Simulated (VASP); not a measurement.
**Na2MoH6: single point with PBE**

Na2MoH6:

```
Na H Mo
1.0
     3.43586    0.00000    0.00000
     0.00000    3.43586    0.00000
     0.00000    0.00000    8.60597
Na H Mo
2 6 1
Direct
  0.50000 0.50000 0.29832
  0.50000 0.50000 0.70168
  0.50000 0.00000 0.00000
  0.50000 0.00000 0.50000
  0.00000 0.50000 0.00000
  0.00000 0.50000 0.50000
  0.00000 0.00000 0.21270
  0.00000 0.00000 0.78730
  0.00000 0.00000 0.00000
```

This cell differs from its parent crystal: atoms taken out.

```yaml
Program: VASP 6.6.1
Task: single point
Functional: PBE
Potentials_or_basis: VASP PAW PBE potentials, release 64 (Na_pv, H, Mo_sv)
Cutoff: 520 eV
k_mesh: 4 × 4 × 2
Occupations: gaussian, width 0.1 eV
Spin: no spin polarisation
```

The pressure is -0.1 GPa and the largest force is 0.007 eV/Å. The band gap on the k mesh is zero (bands 17 and 18 overlap by 1.36 eV).

Forces in eV/Å, atoms in the order of the input:
```
Na   0.000  0.000  0.007
Na   0.000  0.000 -0.007
H    0.000  0.000  0.000
H    0.000  0.000  0.000
H    0.000  0.000  0.000
H    0.000  0.000  0.000
H    0.000  0.000  0.007
H    0.000  0.000 -0.007
Mo   0.000  0.000  0.000
```

Levels at points of the mesh, in eV from the Fermi level:
```tsv
k point	band 14	band 15	band 16	band 17	band 18	band 19	band 20	band 21
(0.00, 0.00, 0.00)	-3.36	-3.15	0.69	0.69	1.16	2.13	5.10	5.25
(0.50, 0.00, 0.00)	-1.93	-1.61	-1.35	-1.13	0.16	0.83	1.94	5.28
(0.50, 0.50, 0.00)	-1.74	-1.10	-0.67	-0.67	-0.63	-0.63	1.07	3.05
(0.00, 0.00, 0.50)	-4.39	-2.20	0.69	0.69	1.16	2.13	3.26	6.46
(0.50, 0.00, 0.50)	-2.46	-1.78	-0.93	-0.71	0.16	0.83	1.88	4.66
(0.50, 0.50, 0.50)	-1.74	-1.15	-0.82	-0.82	-0.46	-0.46	1.07	3.17
```

Run time: 19 s on 1 thread of AMD EPYC 9R45 96-Core Processor (Zen 5), on a shared host, peak memory 0.19 GiB.

Caveat: the k points lie up to 0.46 Å⁻¹ apart, too coarse for converged energies and pressures of a metal; the cell differs from its parent crystal (atoms taken out).
